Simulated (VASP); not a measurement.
# V in VASP: further runs, part 2 of 2

VASP 6.6.1.

## 4. Single point, PBEsol, collinear spin, ferromagnetic start

File INCAR:

```
PREC = Accurate
ENCUT = 500
EDIFF = 1E-6
ISMEAR = -1
SIGMA = 0.05
LREAL = False
LASPH = True
NELM = 200
ALGO = Normal
ISIF = 2
LWAVE = False
LCHARG = True
ISPIN = 2
MAGMOM = 3.5
LORBIT = 11
LMAXMIX = 4
GGA = PS
LELF = True
LVHAR = True
NBANDS = 16
GGA_COMPAT = False
```

File KPOINTS:

```
Automatic mesh
0
Gamma
  12 12 12
```

File POSCAR:

```
V
1.0
   -1.5143500000      1.5143500000      1.5143500000
    1.5143500000     -1.5143500000      1.5143500000
    1.5143500000      1.5143500000     -1.5143500000
V
1
Direct
    0.0000000000      0.0000000000      0.0000000000
```

Potentials or basis: VASP PAW PBE potentials, release 64 (V_sv).

Run with:

```
$ cat potpaw_PBE.64/V_sv/POTCAR > POTCAR
$ mpirun -np 1 vasp_std > vasp.out
```

OUTCAR:

```text
PREC = Accurate
   ENCUT = 500
   EDIFF = 1E-6
   ISMEAR = -1
   LREAL = False
   LASPH = True
   NELM = 200
   ISIF = 2
   ISPIN = 2
   LORBIT = 11
   GGA = PS

 ion  position               nearest neighbor table
   1  0.000  0.000  0.000-

  LATTYP: Found a body centered cubic cell.
 ALAT       =     3.0287000000

  Lattice vectors:

 A1 = (  -1.5143500000,   1.5143500000,   1.5143500000)
 A2 = (   1.5143500000,  -1.5143500000,   1.5143500000)
 A3 = (   1.5143500000,   1.5143500000,  -1.5143500000)

Analysis of symmetry for initial positions (statically):
=====================================================================
 Subroutine PRICEL returns:
 Original cell was already a primitive cell.

 Routine SETGRP: Setting up the symmetry group for a
 body centered cubic supercell.

 Subroutine GETGRP returns: Found 48 space group operations
 (whereof 48 operations were pure point group operations)
 out of a pool of 48 trial point group operations.

The static configuration has the point symmetry O_h .

Analysis of symmetry for dynamics (positions and initial velocities):
=====================================================================
 Subroutine PRICEL returns:
 Original cell was already a primitive cell.

 Routine SETGRP: Setting up the symmetry group for a
 body centered cubic supercell.

 Subroutine GETGRP returns: Found 48 space group operations
 (whereof 48 operations were pure point group operations)
 out of a pool of 48 trial point group operations.

The dynamic configuration has the point symmetry O_h .

Analysis of structural, dynamic, and magnetic symmetry:
=====================================================================
 Subroutine PRICEL returns:
 Original cell was already a primitive cell.

 Routine SETGRP: Setting up the symmetry group for a
 body centered cubic supercell.

 Subroutine GETGRP returns: Found 48 space group operations
 (whereof 48 operations were pure point group operations)
[... 125 lines left out ...]
   GGA     = PS    functional components
   LHFCALC =     F    Hartree Fock is set to
   AEXX    =    0.0000 exact exchange contribution
   IVDW    =     0    specifies the selected vdW correction
   LEPSILON=     F    determine dielectric tensor
   LRPA    =     F    only Hartree local field effects (RPA)
 spin polarized calculation
  energy-cutoff  :      500.00
  volume of cell :       13.89
 maximum number of plane-waves:       370
   NGX =  9   NGY =  9   NGZ =  9

 number of electron      12.9999997 magnetization       0.0002004

 Free energy of the ion-electron system (eV)
  ---------------------------------------------------
  ext. energy  EPLUGINS =         0.00000000
  ---------------------------------------------------
  free energy    TOTEN  =        -9.60044420 eV

  energy without entropy =       -9.58249722  energy(sigma->0) =       -9.59147071

 E-fermi :   9.1781     XC(G=0): -12.8891

 val. band max:        9.1692704044   @ k =   0.2500   0.0000   0.0000
 cond. band min:       9.1803464685   @ k =  -0.4167   0.5000   0.1667
 fundamental gap:      0.0110760642
 Fermi energy:         9.1780573312

 spin component 1

 k-point     1 :       0.0000    0.0000    0.0000
  band No.  band energies     occupation
      1     -54.3251      1.00000
      2     -27.7744      1.00000
      3     -27.7744      1.00000
      4     -27.7744      1.00000
      5       2.6556      1.00000
      6       9.5923      0.00025
[... 435 lines left out ...]
      5       6.5405      1.00000
      6       8.0232      1.00000
[... 8 lines left out ...]
     15      37.8870      0.00000
     16      38.3246      0.00000

 [... further k-points ...]

 spin component 2

 k-point     1 :       0.0000    0.0000    0.0000
  band No.  band energies     occupation
      1     -54.3250      1.00000
      2     -27.7743      1.00000
      3     -27.7743      1.00000
      4     -27.7743      1.00000
      5       2.6558      1.00000
      6       9.5924      0.00025
[... 435 lines left out ...]
      5       6.5406      1.00000
      6       8.0234      1.00000
[... 8 lines left out ...]
     15      37.8871      0.00000
     16      38.3247      0.00000

 [... further k-points ...]
[... 5 lines left out ...]
  --------------------------------------------------------------------------------------
  -------------------------------------------------------------------------------------
  Total       -1.0365511     -1.0365511     -1.0365511     -0.0000000      0.0000000      0.0000000
  in kB     -119.5535600   -119.5535600   -119.5535600     -0.0000000      0.0000000      0.0000000
  external PRESSURE =    -119.5535600 kB  Pullay stress =       0.0000000 kB

 VOLUME and BASIS-vectors are now :
 -----------------------------------------------------------------------------
  energy-cutoff  :      500.00
  volume of cell :       13.89
      direct lattice vectors                 reciprocal lattice vectors
    -1.514350000  1.514350000  1.514350000     0.000000000  0.330174662  0.330174662
     1.514350000 -1.514350000  1.514350000     0.330174662  0.000000000  0.330174662
     1.514350000  1.514350000 -1.514350000     0.330174662  0.330174662  0.000000000

 POSITION                                       TOTAL-FORCE (eV/Angst)
 -----------------------------------------------------------------------------------
      0.00000      0.00000      0.00000        -0.000000      0.000000     -0.000000
 -----------------------------------------------------------------------------------
    total drift:                                0.000000     -0.000000      0.000000

  FREE ENERGIE OF THE ION-ELECTRON SYSTEM (eV)
  ---------------------------------------------------
  free  energy   TOTEN  =        -9.6004442043 eV

  energy  without entropy=       -9.5824972225  energy(sigma->0) =       -9.59147071

 total charge

# of ion       s       p       d       tot
------------------------------------------
    1        2.334   6.214   3.058  11.606

 magnetization (x)

# of ion       s       p       d       tot
------------------------------------------
    1        0.000   0.000   0.000   0.000
```

stdout:

```text
POSCAR found type information on POSCAR V
 POSCAR found :  1 types and       1 ions
 scaLAPACK will be used
 -----------------------------------------------------------------------------
|                                                                             |
|                                                                             |
|     You enforced a specific xc type in the INCAR file but a different       |
|     I HOPE YOU KNOW WHAT YOU ARE DOING!                                     |
|                                                                             |
 -----------------------------------------------------------------------------

 LDA part: xc-table for (Slater+PW92), standard interpolation
 POSCAR, INCAR and KPOINTS ok, starting setup
 FFT: planning ... GRIDC
 FFT: planning ... GRID_SOFT
 FFT: planning ... GRID
 WAVECAR not read
 entering main loop
```

It took 15 s on 1 thread of Intel Xeon 6975P-C (Granite Rapids), shared host; peak memory 0.14 GiB.

What came out:

```
Free energy                                           : -9.6004 eV
Pressure                                              : -12.0 GPa
Net moment                                            : 0.00 μB per cell
Valence electrons inside the program's atomic spheres : V 11.61
```

Levels at points of the mesh, in eV from the Fermi level:
Spin up:
```
           k point  band 3  band 4  band 5  band 6  band 7  band 8  band 9  band 10
(0.00, 0.00, 0.00)  -36.95  -36.95   -6.52    0.41    0.41    0.41    2.34     2.34
(0.50, 0.00, 0.00)  -37.21  -36.96   -3.07   -1.07    1.55    2.34    2.68     3.99
(0.50, 0.50, 0.50)  -37.52  -37.52   -2.86   -2.86    3.61    3.61    3.61     9.90
```
Spin down:
```
           k point  band 2  band 3  band 4  band 5  band 6  band 7  band 8  band 9  band 10  band 11
(0.00, 0.00, 0.00)  -36.95  -36.95  -36.95   -6.52    0.41    0.41    0.41    2.34     2.34    20.25
(0.50, 0.00, 0.00)  -37.78  -37.21  -36.96   -3.07   -1.07    1.55    2.34    2.68     3.99     9.80
(0.50, 0.50, 0.50)  -37.52  -37.52  -37.52   -2.86   -2.86    3.61    3.61    3.61     9.90     9.90
```

Caveat: the PAW data sets were made with another functional, which shifts forces and pressure a little.

## 5. Single point, PBEsol, collinear spin, ferromagnetic start (the cell strained at random)

File INCAR:

```
SYSTEM = V
PREC = Accurate ; ENCUT = 520
EDIFF = 1E-6 ; ISMEAR = -1
SIGMA = 0.05 ; LREAL = .FALSE.
LASPH = .TRUE. ; NELM = 150
ALGO = Normal ; ISIF = 2
LWAVE = .FALSE. ; LCHARG = .FALSE.
ISPIN = 2 ; MAGMOM = 2
LORBIT = 11 ; LMAXMIX = 4
GGA = PS ; NBANDS = 16
```

File KPOINTS:

```
regular mesh
0
G
  12 12 12
  0 0 0
```

File POSCAR:

```
V
1.0
   -1.5169890000      1.5201330000      1.5775550000
    1.4987350000     -1.4780690000      1.5172360000
    1.5065820000      1.4676620000     -1.5354910000
V
1
Direct
    0.0102680000      0.0045550000     -0.0011910000
```

Run with:

```
$ cat potpaw_PBE.64/V_sv/POTCAR > POTCAR
$ mpirun -np 1 vasp_std > vasp.out
```

It took 5.3 min on 1 thread of Intel Xeon Platinum 8259CL at 2.50GHz (Skylake/Cascade Lake), shared host; peak memory 0.37 GiB.

It converged, with:

```yaml
Free_energy: -9.5968 eV
Pressure: -11.8 GPa
Net_moment: 0.00 μB per cell
Valence_electrons_inside_the_program's_atomic_spheres: V 11.61
```

Stress tensor (GPa, compression positive):
```
-11.03   0.02   0.32
  0.02 -10.63  -0.36
  0.32  -0.36 -13.80
```

Levels at points of the mesh, in eV from the Fermi level:
Spin up:
| k point | band 4 | band 5 | band 6 | band 7 | band 8 | band 9 | band 10 | band 11 |
| --- | --- | --- | --- | --- | --- | --- | --- | --- |
| (0.00, 0.00, 0.00) | -36.93 | -6.54 | 0.24 | 0.32 | 0.65 | 2.20 | 2.47 | 19.68 |
| (0.50, 0.00, 0.00) | -36.94 | -3.09 | -1.05 | 1.25 | 2.30 | 2.79 | 3.87 | 9.48 |
| (0.00, 0.50, 0.00) | -36.97 | -3.08 | -0.93 | 1.53 | 2.14 | 2.61 | 3.99 | 9.79 |
| (0.50, 0.50, 0.00) | -36.98 | -3.10 | -1.28 | 1.65 | 2.53 | 2.78 | 3.97 | 9.92 |
| (0.00, 0.00, 0.50) | -36.98 | -3.10 | -1.26 | 1.77 | 2.49 | 2.74 | 4.02 | 10.04 |
| (0.50, 0.00, 0.50) | -36.95 | -3.08 | -0.97 | 1.33 | 2.21 | 2.70 | 3.91 | 9.57 |
| (0.00, 0.50, 0.50) | -36.99 | -3.08 | -0.96 | 1.71 | 2.12 | 2.60 | 4.05 | 9.98 |
| (0.50, 0.50, 0.50) | -37.49 | -2.92 | -2.83 | 3.42 | 3.64 | 3.74 | 9.20 | 10.14 |
Spin down:
| k point | band 5 | band 6 | band 7 | band 8 | band 9 | band 10 |
| --- | --- | --- | --- | --- | --- | --- |
| (0.00, 0.00, 0.00) | -6.54 | 0.24 | 0.32 | 0.65 | 2.20 | 2.47 |
| (0.50, 0.00, 0.00) | -3.09 | -1.05 | 1.25 | 2.30 | 2.79 | 3.87 |
| (0.00, 0.50, 0.00) | -3.07 | -0.93 | 1.53 | 2.14 | 2.61 | 3.99 |
| (0.50, 0.50, 0.00) | -3.10 | -1.28 | 1.65 | 2.53 | 2.78 | 3.97 |
| (0.00, 0.00, 0.50) | -3.10 | -1.26 | 1.77 | 2.49 | 2.74 | 4.02 |
| (0.50, 0.00, 0.50) | -3.08 | -0.97 | 1.33 | 2.21 | 2.70 | 3.91 |
| (0.00, 0.50, 0.50) | -3.08 | -0.96 | 1.71 | 2.12 | 2.60 | 4.05 |
| (0.50, 0.50, 0.50) | -2.92 | -2.83 | 3.42 | 3.64 | 3.74 | 9.20 |

Caveat: the cell differs from its parent crystal (the cell strained at random); the PAW data sets were made with another functional, which shifts forces and pressure a little.

## 6. Summary

```csv
task,level,cell,k mesh,cutoff (eV),gap on the mesh (eV),pressure (GPa),moment (μB),relaxed volume (Å³/atom)
relaxation of cell and atoms,revPBE,"relaxed from a = 2.623 Å, angles 109.5°, 1 atom",9 × 9 × 9,600,none,0.0,0.17,13.70
relaxation of cell and atoms,BLYP,"relaxed from a = 2.623 Å, angles 109.5°, 1 atom",9 × 9 × 9,600,none,0.0,0.00,13.80
single point,PBEsol,"a = 2.623 Å, angles 109.5°, 1 atom",12 × 12 × 12,500,none,-12.0,0.00,-
single point,PBEsol,"a = 2.665, b = 2.595, c = 2.604 Å, angles 109.4, 110.9, 107.9°, 1 atom",12 × 12 × 12,520,none,-11.8,0.00,-
```

Alike in all rows: potentials or basis VASP PAW PBE potentials, release 64 (V_sv); spin collinear, ferromagnetic start; smearing fermi-dirac 0.05 eV.

Caveats: the PAW data sets were made with another functional, which shifts forces and pressure a little.

Absolute energies hang on the potentials; compare differences alone.
